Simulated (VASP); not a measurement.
# ScAl2 (Fd-3m) in VASP: a series of runs

Aim: see how the results for ScAl2 move with the level of theory and the settings. Levels: LDA, r2SCAN. Tasks: single point, relaxation of cell and atoms.

Program: VASP 6.6.1. These are calculated values, not measurements. Logs are shortened: lines on timing, memory, paths and dates and some standing lists are left out, and cuts for length are marked.

## 1. The cell of the first run

It takes space group Fd-3m (No. 227, cubic). The conventional cell has a = 7.452 Å, b = 7.452 Å, c = 7.452 Å, α = 90.00°, β = 90.00°, γ = 90.00°. Sc (site symmetry -43m) has 12 Al at 3.09 Å and 4 Sc at 3.23 Å within 4.1 Å. Al (site symmetry -3m) has 6 Al at 2.63 Å and 6 Sc at 3.09 Å within 3.5 Å.

## 2. Single point, LDA

Contents of INCAR:

```
ALGO     = Normal         # electronic algorithm
EDIFF    = 1E-6           # SCF threshold, eV
ENCUT    = 520            # plane-wave cutoff, eV
GGA      = CA             # functional
ISIF     = 2              # what is computed and relaxed
ISMEAR   = 0              # smearing method
LASPH    = True           # aspherical terms in the spheres
LCHARG   = False          # write CHGCAR
LREAL    = False          # projectors in reciprocal space
LWAVE    = False          # write WAVECAR
NBANDS   = 26             # bands
NELM     = 60             # most SCF steps
PREC     = Accurate       # precision mode
SIGMA    = 0.1            # smearing width, eV
```

Contents of KPOINTS:

```
k-points
0
Gamma
  8 8 8
```

Contents of POSCAR:

```
ScAl2
1.0
    0.0000000000      3.7259397688      3.7259397688
    3.7259397688      0.0000000000      3.7259397688
    3.7259397688      3.7259397688      0.0000000000
Sc Al
2 4
Direct
    0.5000000000      0.5000000000      0.5000000000
    0.7500000000      0.7500000000      0.7500000000
    0.1250000000      0.1250000000      0.1250000000
    0.6250000000      0.1250000000      0.1250000000
    0.1250000000      0.6250000000      0.1250000000
    0.1250000000      0.1250000000      0.6250000000
```

Potentials or basis: VASP PAW LDA potentials, release 64 (Sc_sv, Al).

Run with:

```bash
$ cat potpaw_LDA.64/Sc_sv/POTCAR potpaw_LDA.64/Al/POTCAR > POTCAR
$ mpirun -np 1 vasp_std > vasp.out
```

OUTCAR:

```text
EDIFF = 1E-6
   ENCUT = 520
   GGA = CA
   ISIF = 2
   ISMEAR = 0
   LASPH = True
   LREAL = False
   NELM = 60
   PREC = Accurate

 ion  position               nearest neighbor table
   1  0.500  0.500  0.500-   3 3.09   5 3.09   6 3.09   3 3.09   4 3.09   6 3.09   3 3.09   4 3.09
                             5 3.09   4 3.09   5 3.09   6 3.09   2 3.23   2 3.23   2 3.23   2 3.23
   2  0.750  0.750  0.750-   4 3.09   5 3.09   6 3.09   3 3.09   4 3.09   5 3.09   3 3.09   4 3.09
                             6 3.09   3 3.09   5 3.09   6 3.09   1 3.23   1 3.23   1 3.23   1 3.23
   3  0.125  0.125  0.125-   4 2.63   5 2.63   6 2.63   6 2.63   5 2.63   4 2.63   1 3.09   2 3.09
                             1 3.09   2 3.09   1 3.09   2 3.09
   4  0.625  0.125  0.125-   3 2.63   6 2.63   5 2.63   3 2.63   5 2.63   6 2.63   2 3.09   1 3.09
                             1 3.09   2 3.09   2 3.09   1 3.09
   5  0.125  0.625  0.125-   3 2.63   6 2.63   3 2.63   4 2.63   6 2.63   4 2.63   2 3.09   1 3.09
                             2 3.09   2 3.09   1 3.09   1 3.09
   6  0.125  0.125  0.625-   3 2.63   3 2.63   4 2.63   5 2.63   5 2.63   4 2.63   1 3.09   2 3.09
                             1 3.09   2 3.09   1 3.09   2 3.09

  LATTYP: Found a face centered cubic cell.
 ALAT       =     7.4518795376

  Lattice vectors:

 A1 = (   0.0000000000,   3.7259397688,   3.7259397688)
 A2 = (   3.7259397688,   0.0000000000,   3.7259397688)
 A3 = (   3.7259397688,   3.7259397688,   0.0000000000)

Analysis of symmetry for initial positions (statically):
=====================================================================
 Subroutine PRICEL returns:
 Original cell was already a primitive cell.

 Routine SETGRP: Setting up the symmetry group for a
 face centered cubic supercell.

 Subroutine GETGRP returns: Found 48 space group operations
 (whereof 24 operations were pure point group operations)
 out of a pool of 48 trial point group operations.

The static configuration has the point symmetry T_d .
 The point group associated with its full space group is O_h .

Analysis of symmetry for dynamics (positions and initial velocities):
=====================================================================
 Subroutine PRICEL returns:
 Original cell was already a primitive cell.

 Routine SETGRP: Setting up the symmetry group for a
 face centered cubic supercell.

 Subroutine GETGRP returns: Found 48 space group operations
 (whereof 24 operations were pure point group operations)
 out of a pool of 48 trial point group operations.

The dynamic configuration has the point symmetry T_d .
 The point group associated with its full space group is O_h .

 Subroutine INISYM returns: Found 48 space group operations
 (whereof 24 operations are pure point group operations),
 and found     1 'primitive' translations

----------------------------------------------------------------------------------------

                                     Primitive cell

  volume of cell :     103.4517

  direct lattice vectors                    reciprocal lattice vectors
     0.000000000  3.725939769  3.725939769    -0.134194332  0.134194332  0.134194332
     3.725939769  0.000000000  3.725939769     0.134194332 -0.134194332  0.134194332
     3.725939769  3.725939769  0.000000000     0.134194332  0.134194332 -0.134194332

  length of vectors
     5.269274554  5.269274554  5.269274554     0.232431402  0.232431402  0.232431402

  position of ions in fractional coordinates (direct lattice)
     0.500000000  0.500000000  0.500000000
     0.750000000  0.750000000  0.750000000
     0.125000000  0.125000000  0.125000000
     0.625000000  0.125000000  0.125000000
     0.125000000  0.625000000  0.125000000
     0.125000000  0.125000000  0.625000000

  ion indices of the primitive-cell ions
   primitive index   ion index
                 1           1
                 2           2
                 3           3
                 4           4
                 5           5
                 6           6

[... 50 lines left out ...]
  Fermi-wavevector in a.u.,A,eV,Ry     =   1.129766  2.134949 17.366096  1.276372
  Thomas-Fermi vector in A             =   2.266461
   LORBIT       =      0    0 simple, 1 ext, 2 COOP (PROOUT), +10 PAW based schemes
   GGA     = CA    functional components
   LHFCALC =     F    Hartree Fock is set to
   AEXX    =    0.0000 exact exchange contribution
   IVDW    =     0    specifies the selected vdW correction
   LEPSILON=     F    determine dielectric tensor
   LRPA    =     F    only Hartree local field effects (RPA)
 non-spin polarized calculation
 Gauss-broadening in eV      SIGMA  =   0.10
  energy-cutoff  :      520.00
  volume of cell :      103.45
 maximum number of plane-waves:      2797
   NGX = 19   NGY = 19   NGZ = 19

 number of electron      34.0000007 magnetization

 Free energy of the ion-electron system (eV)
  ---------------------------------------------------
  ext. energy  EPLUGINS =         0.00000000
  ---------------------------------------------------
  free energy    TOTEN  =       -33.23872856 eV

  energy without entropy =      -33.21455061  energy(sigma->0) =      -33.22663958

 E-fermi :   6.6282     XC(G=0): -10.6904

 val. band max:        6.5767192912   @ k =  -0.2500   0.1250   0.0000
 cond. band min:       6.6414967750   @ k =  -0.3750   0.3750   0.1250
 fundamental gap:      0.0647774838
 Fermi energy:         6.6281524803

 k-point     1 :       0.0000    0.0000    0.0000
  band No.  band energies     occupation
      1     -41.9638      2.00000
      2     -41.9136      2.00000
      3     -21.0101      2.00000
      4     -21.0101      2.00000
      5     -21.0101      2.00000
      6     -20.8824      2.00000
[... 18 lines left out ...]
     25      10.2032      0.00000
     26      10.2032      0.00000

 k-point     2 :       0.1250    0.0000    0.0000
  band No.  band energies     occupation
      1     -41.9624      2.00000
      2     -41.9151      2.00000
      3     -21.0126      2.00000
      4     -21.0126      2.00000
      5     -21.0103      2.00000
      6     -20.8830      2.00000
[... 18 lines left out ...]
     25       9.9558      0.00000
[... 608 lines left out ...]
     25      10.0265      0.00000
     26      10.1715      0.00000

 k-point    24 :      -0.3750    0.2500    0.1250
  band No.  band energies     occupation
      1     -41.9475      2.00000
      2     -41.9298      2.00000
      3     -21.0409      2.00000
      4     -21.0317      2.00000
      5     -20.9845      2.00000
      6     -20.9112      2.00000
[... 18 lines left out ...]
     25       9.8866      0.00000
     26      10.2889      0.00000

 [... further k-points ...]

------------------------ aborting loop because EDIFF is reached ----------------------------------------

  FORCE on cell =-STRESS in cart. coord.  units (eV):
  Direction    XX          YY          ZZ          XY          YZ          ZX
  --------------------------------------------------------------------------------------
  -------------------------------------------------------------------------------------
  Total        0.1027663      0.1027663      0.1027663      0.0000000      0.0000000      0.0000000
  in kB        1.5915626      1.5915626      1.5915626      0.0000000      0.0000000      0.0000000
  external PRESSURE =       1.5915626 kB  Pullay stress =       0.0000000 kB

 VOLUME and BASIS-vectors are now :
 -----------------------------------------------------------------------------
  energy-cutoff  :      520.00
  volume of cell :      103.45
      direct lattice vectors                 reciprocal lattice vectors
     0.000000000  3.725939769  3.725939769    -0.134194332  0.134194332  0.134194332
     3.725939769  0.000000000  3.725939769     0.134194332 -0.134194332  0.134194332
     3.725939769  3.725939769  0.000000000     0.134194332  0.134194332 -0.134194332

 POSITION                                       TOTAL-FORCE (eV/Angst)
 -----------------------------------------------------------------------------------
      3.72594      3.72594      3.72594         0.000000      0.000000      0.000000
      5.58891      5.58891      5.58891        -0.000000     -0.000000     -0.000000
      0.93148      0.93148      0.93148         0.000000      0.000000      0.000000
      0.93148      2.79445      2.79445         0.000000      0.000000      0.000000
      2.79445      0.93148      2.79445         0.000000      0.000000      0.000000
      2.79445      2.79445      0.93148         0.000000      0.000000      0.000000
 -----------------------------------------------------------------------------------
    total drift:                               -0.000000     -0.000000      0.000000

  FREE ENERGIE OF THE ION-ELECTRON SYSTEM (eV)
  ---------------------------------------------------
  free  energy   TOTEN  =       -33.2387285565 eV

  energy  without entropy=      -33.2145506075  energy(sigma->0) =      -33.22663958
```

Run time: 34 s. Hardware: 1 thread of Intel Xeon 6975P-C (Granite Rapids), shared host; peak memory 0.22 GiB.

Results:

* Free energy: -33.2387 eV
* Pressure: 0.2 GPa
* Band gap on the k mesh: zero (band 17 reaches 7.30 eV, above the bottom of band 18 at 4.88 eV)

## 3. Relaxation of cell and atoms, r2SCAN

This run uses another cell than the first one, of 17.97 Å³/atom, 1.042 times its volume.

POSCAR, as its differences from that of step 2:

```diff
@@ -2,5 +2,5 @@
 1.0
-    0.0000000000      3.7259397688      3.7259397688
-    3.7259397688      0.0000000000      3.7259397688
-    3.7259397688      3.7259397688      0.0000000000
+    0.0000000000      3.7776526849      3.7776526849
+    3.7776526849      0.0000000000      3.7776526849
+    3.7776526849      3.7776526849      0.0000000000
 Sc Al
```

Contents of INCAR.step1:

```
PREC = Accurate ; ENCUT = 600
ISMEAR = 0 ; SIGMA = 0.1
LREAL = False ; LASPH = True
NELM = 100 ; GGA = PE
ALGO = Normal ; EDIFF = 1E-4
LWAVE = True ; LCHARG = False
```

Contents of INCAR.step2:

```
PREC = Accurate ; ENCUT = 600
EDIFF = 1E-6 ; ISMEAR = 0
SIGMA = 0.1 ; LREAL = False
LASPH = True ; NELM = 100
ALGO = Normal ; ISIF = 3
LWAVE = False ; LCHARG = False
METAGGA = R2SCAN ; LMIXTAU = True
IBRION = 2 ; NSW = 80
EDIFFG = -0.01 ; ISTART = 1
```

Contents of KPOINTS:

```
Automatic mesh
0
Gamma
  4 4 4
```

Potentials or basis: VASP PAW PBE potentials, release 64 (Sc_sv, Al).

Run with:

```bash
$ cat potpaw_PBE.64/Sc_sv/POTCAR potpaw_PBE.64/Al/POTCAR > POTCAR
$ cp INCAR.step1 INCAR
$ mpirun -np 1 vasp_std > vasp.out
$ cp INCAR.step2 INCAR
$ mpirun -np 1 vasp_std > vasp.out
```

Wall time 2.7 min (1 thread of Intel Xeon 6975P-C (Granite Rapids), shared host); peak memory 0.35 GiB.

It converged, with:

```yaml
Free_energy: -53.0345 eV
Relaxed_volume: 18.00 Å³/atom
Relaxed_cell: a = 5.345 Å, b = 5.345 Å, c = 5.345 Å, α = 60.00°, β = 60.00°, γ = 60.00°
Space_group_after_relaxing_to_0.05_Å: Fd-3m (No. 227)
Energy_gained_by_relaxing: 0.0 meV/atom
Ionic_steps: 3
Pressure_after_relaxing: 0.0 GPa
Band_gap_on_the_k_mesh: zero (band 17 reaches 7.30 eV, above the bottom of band 18 at 4.72 eV)
```

Final structure:
```
Sc Al
1.0
     0.00000    3.77971    3.77971
     3.77971    0.00000    3.77971
     3.77971    3.77971    0.00000
Sc Al
2 4
Cartesian
  3.7797 3.7797 3.7797
  5.6696 5.6696 5.6696
  0.9449 0.9449 0.9449
  0.9449 2.8348 2.8348
  2.8348 0.9449 2.8348
  2.8348 2.8348 0.9449
```

Levels at points of the mesh, in eV from the Fermi level:
```
           k point  band 14  band 15  band 16  band 17  band 18  band 19  band 20  band 21
(0.00, 0.00, 0.00)    -2.62    -2.62    -2.62    -1.92    -1.92     0.30     2.11     2.11
(0.50, 0.00, 0.00)    -2.20    -2.20    -0.46    -0.26    -0.26     1.68     1.68     1.87
(0.50, 0.50, 0.00)    -3.93     0.19     0.19     0.65     0.65     0.78     0.78     0.98
```

Caveat: the k points lie up to 0.36 Å⁻¹ apart in the final cell; the PAW data sets were made with another functional, which shifts forces and pressure a little.

## 4. Relaxation of cell and atoms, LDA

This run uses another cell than the first one, of 17.97 Å³/atom, 1.042 times its volume.

Contents of INCAR:

```
  ALGO = Normal
  EDIFF = 1E-6
  EDIFFG = -0.01
  ENCUT = 600
  GGA = CA
  IBRION = 2
  ISIF = 3
  ISMEAR = 0
  LASPH = T
  LCHARG = F
  LREAL = F
  LWAVE = F
  NELM = 80
  NSW = 80
  PREC = Accurate
  SIGMA = 0.1
```

Contents of KPOINTS:

```
k-points
0
Gamma
  8 8 8
```

POSCAR is that of step 3.

Potentials or basis: VASP PAW LDA potentials, release 64 (Sc_sv, Al).

Run with:

```bash
$ cat potpaw_LDA.64/Sc_sv/POTCAR potpaw_LDA.64/Al/POTCAR > POTCAR
$ mpirun -np 1 vasp_std > vasp.out
```

It took 2.3 min on 1 thread of Intel Xeon 6975P-C (Granite Rapids), shared host; peak memory 0.3 GiB.

It converged, with:

| Quantity | Value |
| --- | --- |
| Free energy | -33.2393 eV |
| Relaxed volume | 17.27 Å³/atom |
| Relaxed cell | a = 5.273 Å, b = 5.273 Å, c = 5.273 Å, α = 60.00°, β = 60.00°, γ = 60.00° |
| Space group after relaxing (to 0.05 Å) | Fd-3m (No. 227) |
| Energy gained by relaxing | 8.0 meV/atom |
| Ionic steps | 3 |
| Pressure after relaxing | 0.0 GPa |
| Band gap on the k mesh | zero (band 17 reaches 7.28 eV, above the bottom of band 18 at 4.87 eV) |

Step by step:
```tsv
step	energy change (eV)	largest force (eV/Å)	pressure (GPa)	volume (Å³)
1	0.0000	0.0000	-3.56	107.82
2	-0.0367	0.0000	1.90	101.72
3	-0.0479	0.0000	0.00	103.64
```

Final structure:
```xyz
6
Lattice="0.0000 3.7282 3.7282 3.7282 0.0000 3.7282 3.7282 3.7282 0.0000" Properties=species:S:1:pos:R:3 pbc="T T T"
Sc    3.7282    3.7282    3.7282
Sc    5.5923    5.5923    5.5923
Al    0.9321    0.9321    0.9321
Al    0.9321    2.7962    2.7962
Al    2.7962    0.9321    2.7962
Al    2.7962    2.7962    0.9321
```

Levels at points of the mesh, in eV from the Fermi level:
```tsv
k point	band 14	band 15	band 16	band 17	band 18	band 19	band 20	band 21
(0.00, 0.00, 0.00)	-2.41	-2.41	-2.41	-1.74	-1.74	0.44	2.24	2.24
(0.50, 0.00, 0.00)	-1.84	-1.84	-0.34	-0.14	-0.14	1.71	1.71	2.03
(0.50, 0.50, 0.00)	-3.56	0.26	0.26	0.67	0.67	0.84	0.84	1.08
```

## 5. Relaxation of cell and atoms, r2SCAN

This run uses another cell than the first one, of 17.97 Å³/atom, 1.042 times its volume.

POSCAR is that of step 4.

Contents of INCAR.step1:

```
ALGO     = Normal         # electronic algorithm
EDIFF    = 1E-4           # SCF threshold, eV
ENCUT    = 600            # plane-wave cutoff, eV
GGA      = PE             # functional
ISMEAR   = 0              # smearing method
LASPH    = True           # aspherical terms in the spheres
LCHARG   = False          # write CHGCAR
LREAL    = False          # projectors in reciprocal space
LWAVE    = True           # write WAVECAR
NELM     = 80             # most SCF steps
PREC     = Accurate       # precision mode
SIGMA    = 0.1            # smearing width, eV
```

Contents of INCAR.step2:

```
ALGO     = Normal         # electronic algorithm
EDIFF    = 1E-6           # SCF threshold, eV
EDIFFG   = -0.01          # ionic threshold
ENCUT    = 600            # plane-wave cutoff, eV
IBRION   = 2              # ionic algorithm
ISIF     = 3              # what is computed and relaxed
ISMEAR   = 0              # smearing method
ISTART   = 1            
LASPH    = True           # aspherical terms in the spheres
LCHARG   = False          # write CHGCAR
LMIXTAU  = True         
LREAL    = False          # projectors in reciprocal space
LWAVE    = False          # write WAVECAR
METAGGA  = R2SCAN         # meta-GGA
NELM     = 80             # most SCF steps
NSW      = 80             # ionic steps
PREC     = Accurate       # precision mode
SIGMA    = 0.1            # smearing width, eV
```

Contents of KPOINTS:

```
k-points
0
Gamma
  6 6 6
```

Potentials or basis: VASP PAW PBE potentials, release 64 (Sc_sv, Al).

Run with:

```bash
$ cat potpaw_PBE.64/Sc_sv/POTCAR potpaw_PBE.64/Al/POTCAR > POTCAR
$ cp INCAR.step1 INCAR
$ mpirun -np 1 vasp_std > vasp.out
$ cp INCAR.step2 INCAR
$ mpirun -np 1 vasp_std > vasp.out
```

Run time: 2.3 min. Hardware: 1 thread of Intel Xeon 6975P-C (Granite Rapids), shared host; peak memory 0.36 GiB.

It converged, with:

* Free energy: -52.9385 eV
* Pressure after relaxing: 0.1 GPa
* Band gap on the k mesh: zero (band 17 reaches 7.32 eV, above the bottom of band 18 at 4.73 eV)

Final structure:
```cif
data_structure
_symmetry_space_group_name_H-M 'P 1'
_symmetry_Int_Tables_number 1
_cell_length_a 5.3424
_cell_length_b 5.3424
_cell_length_c 5.3424
_cell_angle_alpha 60.000
_cell_angle_beta 60.000
_cell_angle_gamma 60.000
_cell_volume 107.82
loop_
_atom_site_label
_atom_site_type_symbol
_atom_site_fract_x
_atom_site_fract_y
_atom_site_fract_z
_atom_site_occupancy
Sc1 Sc 0.50000 0.50000 0.50000 1
Sc2 Sc 0.75000 0.75000 0.75000 1
Al1 Al 0.12500 0.12500 0.12500 1
Al2 Al 0.62500 0.12500 0.12500 1
Al3 Al 0.12500 0.62500 0.12500 1
Al4 Al 0.12500 0.12500 0.62500 1
```

Levels at points of the mesh, in eV from the Fermi level:
| k point | band 13 | band 14 | band 15 | band 16 | band 17 | band 18 | band 19 | band 20 | band 21 |
| --- | --- | --- | --- | --- | --- | --- | --- | --- | --- |
| (0.00, 0.00, 0.00) | -2.74 | -2.48 | -2.48 | -2.48 | -1.80 | -1.80 | 0.44 | 2.25 | 2.25 |
| (0.50, 0.00, 0.00) | -3.81 | -2.07 | -2.07 | -0.33 | -0.12 | -0.12 | 1.81 | 1.81 | 2.01 |
| (0.50, 0.50, 0.00) | -3.80 | -3.80 | 0.31 | 0.31 | 0.79 | 0.79 | 0.91 | 0.91 | 1.12 |

Caveat: the relaxation stopped at its first step, so nothing moved; the PAW data sets were made with another functional, which shifts forces and pressure a little.

## 6. The runs side by side

| task | level | potentials or basis | cell | k mesh | cutoff (eV) | gap on the mesh (eV) | pressure (GPa) | relaxed volume (Å³/atom) |
| --- | --- | --- | --- | --- | --- | --- | --- | --- |
| single point | LDA | VASP PAW LDA potentials, release 64 (Sc_sv, Al) | a = 5.269 Å, angles 60.0°, 6 atoms | 8 × 8 × 8 | 520 | none | 0.2 | - |
| relaxation of cell and atoms | r2SCAN | VASP PAW PBE potentials, release 64 (Sc_sv, Al) | relaxed from a = 5.342 Å, angles 60.0°, 6 atoms | 4 × 4 × 4 | 600 | none | 0.0 | 18.00 |
| relaxation of cell and atoms | LDA | VASP PAW LDA potentials, release 64 (Sc_sv, Al) | relaxed from a = 5.342 Å, angles 60.0°, 6 atoms | 8 × 8 × 8 | 600 | none | 0.0 | 17.27 |
| relaxation of cell and atoms | r2SCAN | VASP PAW PBE potentials, release 64 (Sc_sv, Al) | relaxed from a = 5.342 Å, angles 60.0°, 6 atoms | 6 × 6 × 6 | 600 | none | 0.1 | - |

Alike in all rows: no spin polarisation; smearing gaussian 0.1 eV.

Caveats: some runs use coarse meshes; the PAW data sets were made with another functional, which shifts forces and pressure a little (some runs); the relaxation stopped at its first step, so nothing moved (some runs).

Total energies depend on the potentials used, so only differences within one code and one set of settings carry meaning.
